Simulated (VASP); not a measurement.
Wanted: the native input for a VASP 6.6.1 run.

| Item | Value |
| --- | --- |
| Task | single point |
| Functional | PBEsol |
| Potentials or basis | VASP PAW PBE potentials, release 64 (Ba_sv) |
| Cutoff | 520 eV |
| k mesh | 10 × 10 × 6 |
| Occupations | gaussian, width 0.1 eV |
| Spin | no spin polarisation |
| Dipole correction | no |
| Further INCAR settings | ALGO = Fast; EDIFF = 1e-07; NBANDS = 17 |

The structure of Ba lies in POSCAR:

```
Ba
1.0
    3.5917737300     -2.5169042300      0.0000000000
    3.5917737300      2.5169042300      0.0000000000
    0.0000000000      0.0000000000      7.1900451800
Ba
2
Direct
    0.7467739700      0.2532260300      0.2625173066
    0.2532260300      0.7467739700      0.7500000000
```

This cell differs from its parent crystal: one atom moved.

One way to write it, as run:

INCAR

```
PREC = Accurate ; ENCUT = 520
EDIFF = 1E-7 ; ISMEAR = 0
SIGMA = 0.1 ; LREAL = False
LASPH = True ; NELM = 80
ALGO = Fast ; ISIF = 2
LWAVE = False ; LCHARG = False
GGA = PS ; NBANDS = 17
```

KPOINTS

```
Automatic mesh
0
Gamma
  10 10 6
```

Potentials or basis: VASP PAW PBE potentials, release 64 (Ba_sv).

Launch:

```console
$ cat potpaw_PBE.64/Ba_sv/POTCAR > POTCAR
$ mpirun -np 1 vasp_std > vasp.out
```

It gave:

```json
{
  "Pressure": "-0.8 GPa",
  "Largest force": "0.111 eV/Å",
  "Band gap on the k mesh": "zero (bands 10 and 11 overlap by 0.87 eV)"
}
```

Caveat: the cell differs from its parent crystal (one atom moved); the PAW data sets were made with another functional, which shifts forces and pressure a little; spin-orbit coupling is left out, which moves the levels of the heavy elements.

It took 9.1 min on 1 thread of Oxide Virtual Turin-like Processor, with other jobs on the host, peak memory 0.44 GiB.
